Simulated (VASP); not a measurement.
# CdSe (wurtzite type) (P6_3mc) in VASP: a series of runs

The runs below take CdSe (wurtzite type) through single point, with PBE.

Program: VASP 6.6.1. These are calculated values, not measurements. Logs are shortened: lines on timing, memory, paths and dates and some standing lists are left out, and cuts for length are marked.

### Step 1. The cell of the first run

Symmetry: P6_3mc, No. 186, hexagonal system. Conventional cell: a = 4.384 Å, b = 4.384 Å, c = 7.157 Å, α = 90.00°, β = 90.00°, γ = 120.00°. Cd (site symmetry 3m) has 4 Se at 2.68 to 2.69 Å within 3.5 Å. Se (site symmetry 3m) has 4 Cd at 2.68 to 2.69 Å within 3.5 Å.

### Step 2. Single point, PBE

Contents of INCAR:

```
SYSTEM = CdSe
PREC = Accurate
ENCUT = 520
EDIFF = 1E-6
ISMEAR = -1
SIGMA = 0.08
LREAL = .FALSE.
LASPH = .TRUE.
NELM = 100
ALGO = Normal
ISIF = 2
LWAVE = .FALSE.
LCHARG = .FALSE.
GGA = PE
NBANDS = 26
```

Contents of KPOINTS:

```
Automatic mesh
0
G
  8 8 5
  0 0 0
```

Contents of POSCAR:

```
CdSe
1.0
    4.3843466215      0.0000000000      0.0000000000
   -2.1921733107      3.7969555532      0.0000000000
    0.0000000000      0.0000000000      7.1569688873
Cd Se
2 2
Direct
    0.3333333333      0.6666666667      0.0001304044
    0.6666666667      0.3333333333      0.5001304044
    0.3333333333      0.6666666667      0.3758695956
    0.6666666667      0.3333333333      0.8758695956
```

Potentials or basis: VASP PAW PBE potentials, release 64 (Cd, Se).

The run is started by

```
cat potpaw_PBE.64/Cd/POTCAR potpaw_PBE.64/Se/POTCAR > POTCAR
mpirun -np 1 vasp_std > vasp.out
```

OUTCAR:

```text
SYSTEM = CdSe
   PREC = Accurate
   ENCUT = 520
   EDIFF = 1E-6
   ISMEAR = -1
   LREAL = .FALSE.
   LASPH = .TRUE.
   NELM = 100
   ISIF = 2
   GGA = PE

 ion  position               nearest neighbor table
   1  0.333  0.667  0.000-   4 2.68   4 2.68   4 2.68   3 2.69
   2  0.667  0.333  0.500-   3 2.68   3 2.68   3 2.68   4 2.69
   3  0.333  0.667  0.376-   2 2.68   2 2.68   2 2.68   1 2.69
   4  0.667  0.333  0.876-   1 2.68   1 2.68   1 2.68   2 2.69

  LATTYP: Found a hexagonal cell.
 ALAT       =     4.3843466215
 C/A-ratio  =     1.6323912102

  Lattice vectors:

 A1 = (   4.3843466215,   0.0000000000,   0.0000000000)
 A2 = (  -2.1921733107,   3.7969555532,   0.0000000000)
 A3 = (   0.0000000000,   0.0000000000,   7.1569688873)

Analysis of symmetry for initial positions (statically):
=====================================================================
 Subroutine PRICEL returns:
 Original cell was already a primitive cell.

 Routine SETGRP: Setting up the symmetry group for a
 hexagonal supercell.

 Subroutine GETGRP returns: Found 12 space group operations
 (whereof  6 operations were pure point group operations)
 out of a pool of 24 trial point group operations.

The static configuration has the point symmetry C_3v.
 The point group associated with its full space group is C_6v.

Analysis of symmetry for dynamics (positions and initial velocities):
=====================================================================
 Subroutine PRICEL returns:
 Original cell was already a primitive cell.

 Routine SETGRP: Setting up the symmetry group for a
 hexagonal supercell.

 Subroutine GETGRP returns: Found 12 space group operations
 (whereof  6 operations were pure point group operations)
 out of a pool of 24 trial point group operations.

The dynamic configuration has the point symmetry C_3v.
 The point group associated with its full space group is C_6v.

 Subroutine INISYM returns: Found 12 space group operations
 (whereof  6 operations are pure point group operations),
 and found     1 'primitive' translations

----------------------------------------------------------------------------------------

                                     Primitive cell

  volume of cell :     119.1433

[... 83 lines left out ...]
   PREC   = accura    normal or accurate (medium, high low for compatibility)
   ISTART =      0    job   : 0-new  1-cont  2-samecut
   ICHARG =      2    charge: 1-file 2-atom 10-const
   ISPIN  =      1    spin polarized calculation?
   LNONCOLLINEAR =      F non collinear calculations
   LSORBIT =      F    spin-orbit coupling
   LASPH  =      T    aspherical Exc in radial PAW
   ENCUT  =  520.0 eV  38.22 Ry    6.18 a.u.   8.15  8.15 13.31*2*pi/ulx,y,z
   NELM   =    100;   NELMIN=  2; NELMDL= -5     # of ELM steps
   EDIFF  = 0.1E-05   stopping-criterion for ELM
   LREAL  =      F    real-space projection
   EDIFFG = 0.1E-04   stopping-criterion for IOM
   NSW    =      0    number of steps for IOM
   IBRION =     -1    ionic relax: 0-MD 1-quasi-New 2-CG
   NFREE  =      0    steps in history (QN), initial steepest desc. (CG)
   ISIF   =      2    stress and relaxation
   ISYM   =      2    0-nonsym 1-usesym 2-fastsym
   POTIM  = 0.5000    time-step for ionic-motion
   TEBEG  =    0.0;   TEEND  =   0.0 temperature during run
   PSTRESS=    0.0 pullay stress
   NELECT =      36.0000    total number of electrons
   NUPDOWN=      -1.0000    fix difference up-down
   EMIN   =  10.00;   EMAX   =-10.00  energy-range for DOS
   EFERMI =   0.00;   METHOD = LEGACY
   ISMEAR =    -1;   SIGMA  =   0.08  broadening in eV -4-tet -1-fermi 0-gaus
   EFERMI_NEDOS =   21; number of points for ismear=-14 and -15
   IALGO  =     38    algorithm
   IMIX   =      4    mixing-type and parameters
     AMIX     =   0.40;   BMIX     =  1.00
     AMIX_MAG =   1.60;   BMIX_MAG =  1.00
  volume/ion in A,a.u.               =      29.79       201.00
  Fermi-wavevector in a.u.,A,eV,Ry     =   1.098548  2.075955 16.419625  1.206808
  Thomas-Fermi vector in A             =   2.234928
   LORBIT       =      0    0 simple, 1 ext, 2 COOP (PROOUT), +10 PAW based schemes
   GGA     = PE    functional components
   LHFCALC =     F    Hartree Fock is set to
   AEXX    =    0.0000 exact exchange contribution
   IVDW    =     0    specifies the selected vdW correction
   LEPSILON=     F    determine dielectric tensor
   LRPA    =     F    only Hartree local field effects (RPA)
 non-spin polarized calculation
  energy-cutoff  :      520.00
  volume of cell :      119.14
 maximum number of plane-waves:      3218
 NGX is ok and might be reduce to    36
   NGX = 17   NGY = 17   NGZ = 27

 number of electron      36.0000014 magnetization

 Free energy of the ion-electron system (eV)
  ---------------------------------------------------
  ext. energy  EPLUGINS =         0.00000000
  ---------------------------------------------------
  free energy    TOTEN  =       -10.99505126 eV

  energy without entropy =      -10.99454737  energy(sigma->0) =      -10.99479931

 E-fermi :   0.8706     XC(G=0):  -8.6219

 val. band max:        0.5086813239   @ k =   0.0000   0.0000   0.0000
 cond. band min:       1.0475457177   @ k =   0.0000   0.0000   0.0000
 fundamental gap:      0.5388643938
 Fermi energy:         0.8706223923

 k-point     1 :       0.0000    0.0000    0.0000
  band No.  band energies     occupation
      1     -11.7872      2.00000
      2     -11.4590      2.00000
      3      -7.2455      2.00000
      4      -7.2401      2.00000
      5      -7.2401      2.00000
      6      -7.1826      2.00000
[... 685 lines left out ...]
     25       7.9187      0.00000
     26       8.6160      0.00000

 [... further k-points ...]
[... 5 lines left out ...]
  --------------------------------------------------------------------------------------
  -------------------------------------------------------------------------------------
  Total        0.1498282      0.1498282      0.1488371      0.0000000      0.0000000     -0.0000000
  in kB        2.0148124      2.0148124      2.0014847      0.0000000      0.0000000     -0.0000000
  external PRESSURE =       2.0103698 kB  Pullay stress =       0.0000000 kB

 VOLUME and BASIS-vectors are now :
 -----------------------------------------------------------------------------
  energy-cutoff  :      520.00
  volume of cell :      119.14
      direct lattice vectors                 reciprocal lattice vectors
     4.384346621  0.000000000  0.000000000     0.228084156  0.131684449  0.000000000
    -2.192173311  3.796955553  0.000000000     0.000000000  0.263368898  0.000000000
     0.000000000  0.000000000  7.156968887     0.000000000  0.000000000  0.139723955

 POSITION                                       TOTAL-FORCE (eV/Angst)
 -----------------------------------------------------------------------------------
     -0.00000      2.53130      0.00093        -0.000000      0.000000      0.000740
      2.19217      1.26565      3.57942         0.000000     -0.000000      0.000740
     -0.00000      2.53130      2.69009         0.000000     -0.000000     -0.000740
      2.19217      1.26565      6.26857        -0.000000      0.000000     -0.000740
 -----------------------------------------------------------------------------------
    total drift:                               -0.000000     -0.000000      0.000116

  FREE ENERGIE OF THE ION-ELECTRON SYSTEM (eV)
  ---------------------------------------------------
  free  energy   TOTEN  =       -10.9950512586 eV

  energy  without entropy=      -10.9945473653  energy(sigma->0) =      -10.99479931
```

OSZICAR:

```text
N       E                     dE             d eps       ncg     rms          rms(c)
DAV:   1     0.238647598517E+03    0.23865E+03   -0.16917E+04  1560   0.124E+03
DAV:   2     0.134271427156E+01   -0.23730E+03   -0.22932E+03  1686   0.306E+02
DAV:   3    -0.116571310422E+02   -0.13000E+02   -0.12928E+02  1864   0.709E+01
DAV:   4    -0.117637609925E+02   -0.10663E+00   -0.10654E+00  1750   0.616E+00
DAV:   5    -0.117644192110E+02   -0.65822E-03   -0.65819E-03  1802   0.468E-01    0.780E+00
DAV:   6    -0.110264483020E+02    0.73797E+00   -0.12817E+00  1758   0.105E+01    0.627E+00
DAV:   7    -0.109946710262E+02    0.31777E-01   -0.47275E-01  1642   0.344E+00    0.258E+00
DAV:   8    -0.109947053912E+02   -0.34365E-04   -0.42184E-02  1630   0.201E+00    0.357E-01
DAV:   9    -0.109947751482E+02   -0.69757E-04   -0.61963E-03  1718   0.866E-01    0.893E-02
DAV:  10    -0.109949683567E+02   -0.19321E-03   -0.76073E-04  1628   0.284E-01    0.709E-02
DAV:  11    -0.109950609719E+02   -0.92615E-04   -0.23416E-04  1608   0.851E-02    0.268E-02
DAV:  12    -0.109950493688E+02    0.11603E-04   -0.34731E-05  1688   0.566E-02    0.858E-03
DAV:  13    -0.109950513185E+02   -0.19497E-05   -0.12109E-05  1608   0.152E-02    0.906E-03
DAV:  14    -0.109950512586E+02    0.59906E-07   -0.69978E-07  1220   0.449E-03
   1 F= -.10995051E+02 E0= -.10994799E+02  d E =-.503893E-03
```

stdout:

```text
POSCAR found type information on POSCAR CdSe
 POSCAR found :  2 types and       4 ions
 scaLAPACK will be used
 LDA part: xc-table for (Slater+PW92), standard interpolation
 POSCAR, INCAR and KPOINTS ok, starting setup
 FFT: planning ... GRIDC
 FFT: planning ... GRID_SOFT
 FFT: planning ... GRID
 WAVECAR not read
 entering main loop
```

Run time: 38 s. Hardware: 1 thread of Intel Xeon Platinum 8559C (Emerald Rapids), shared host; peak memory 0.29 GiB.

Results:

```
Free energy            : -10.9951 eV
Pressure               : 0.2 GPa
Band gap on the k mesh : 0.54 eV
```

### Step 3. Single point, PBE

Contents of INCAR:

```
PREC = Accurate ; ENCUT = 520
EDIFF = 1E-6 ; ISMEAR = -1
SIGMA = 0.08 ; LREAL = False
LASPH = True ; NELM = 60
ALGO = Normal ; ISIF = 2
LWAVE = False ; LCHARG = True
GGA = PE ; LELF = True
LVHAR = True ; NBANDS = 26
```

Contents of KPOINTS:

```
Automatic mesh
0
Gamma
  8 8 5
```

POSCAR is that of step 2.

Potentials or basis: VASP PAW PBE potentials, release 64 (Cd, Se).

The run is started by

```
cat potpaw_PBE.64/Cd/POTCAR potpaw_PBE.64/Se/POTCAR > POTCAR
mpirun -np 1 vasp_std > vasp.out
```

Wall time 40 s (1 thread of Intel Xeon Platinum 8559C (Emerald Rapids), shared host); peak memory 0.29 GiB.

The run converged. Its results:

```
Free energy            : -10.9951 eV
Pressure               : 0.2 GPa
Band gap on the k mesh : 0.54 eV
```

Levels at points of the mesh, in eV from the valence-band top:
| k point | band 16 | band 17 | band 18 | band 19 | band 20 | band 21 |
| --- | --- | --- | --- | --- | --- | --- |
| (0.00, 0.00, 0.00) | -0.04 | 0.00 | 0.00 | 0.54 | 2.14 | 5.85 |
| (0.50, 0.00, 0.00) | -1.67 | -1.20 | -0.68 | 3.09 | 3.33 | 4.78 |
